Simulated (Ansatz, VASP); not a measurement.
**Two plane-wave programs on PtS2**

```xyz
3
Lattice="3.5784 0.0000 0.0000 -1.7892 3.0990 0.0000 0.0000 0.0000 4.7835" Properties=species:S:1:pos:R:3 pbc="T T T"
Pt    0.0000    0.0000    0.0000
S     0.0000    2.0660    1.2123
S     1.7892    1.0330    3.5712
```

Alike in both runs: functional PBE; dispersion D4; k mesh 6 × 6 × 4; occupations gaussian, width 0.1 eV; no spin polarisation.

Ansatz relaxed the structure, and its values are those at the end. VASP's run is a single point on that final structure, the one shown.

|  | VASP | Ansatz |
| --- | --- | --- |
| version | VASP 6.6.1 | Ansatz 0.2.0 |
| potentials or method | VASP PAW PBE potentials, release 64 (Pt, S), cutoff 520 eV | scalar-relativistic, plane waves, PAW |
| valence electrons in the cell | 22 | 30 |

|  | VASP | Ansatz | Ansatz less VASP |
| --- | --- | --- | --- |
| gap on the k mesh at the Fermi level (eV) | 0.26 | 0.25 | -0.010 |
| least direct gap on the mesh (eV) | 1.15 | 1.13 | -0.013 |
| pressure (GPa) | -0.6 | -0.2 | +0.46 |
| rms of the force components (eV/Å) | 0.022 | 0.004 | -0.0187 |

VASP's potentials hold 22 valence electrons a cell and Ansatz's 30, so a difference there can come from the potentials and not from the codes.

Neither program's run includes spin-orbit coupling.
